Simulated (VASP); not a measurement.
Cd:

```
CELL_PARAMETERS angstrom
0.00000 2.20992 2.20992
2.20992 0.00000 2.20992
2.20992 2.20992 0.00000
ATOMIC_POSITIONS crystal
Cd 0.00000 0.00000 0.00000
```

This isn't the form of Cd at room conditions, which is hcp.

```yaml
Program: VASP 6.6.1
Task: relaxation of cell and atoms
Functional: LDA
Potentials_or_basis: VASP PAW LDA potentials, release 64 (Cd_sv_GW)
Cutoff: 540 eV
k_mesh: 12 × 12 × 12
Occupations: fermi-dirac, width 0.1 eV
Spin: no spin polarisation
```

At the start: pressure -6.4 GPa; volume 21.59 Å³/atom.

Task: Where does the relaxation end?

Result: Over 3 steps the energy falls by 43.5 meV/atom and the volume is 19.62 Å³/atom (-9.1 %); space group Fm-3m (No. 225, to 0.1 Å) before and after.

Step by step:
| step | energy change (eV) | largest force (eV/Å) | pressure (GPa) | volume (Å³) |
| --- | --- | --- | --- | --- |
| 1 | 0.0000 | 0.0000 | -6.43 | 21.59 |
| 2 | -0.0376 | 0.0000 | 3.13 | 18.99 |
| 3 | -0.0435 | 0.0000 | 0.04 | 19.62 |

Final structure:
```
CELL_PARAMETERS angstrom
0.00000 2.14084 2.14084
2.14084 0.00000 2.14084
2.14084 2.14084 0.00000
ATOMIC_POSITIONS crystal
Cd 0.00000 0.00000 0.00000
```
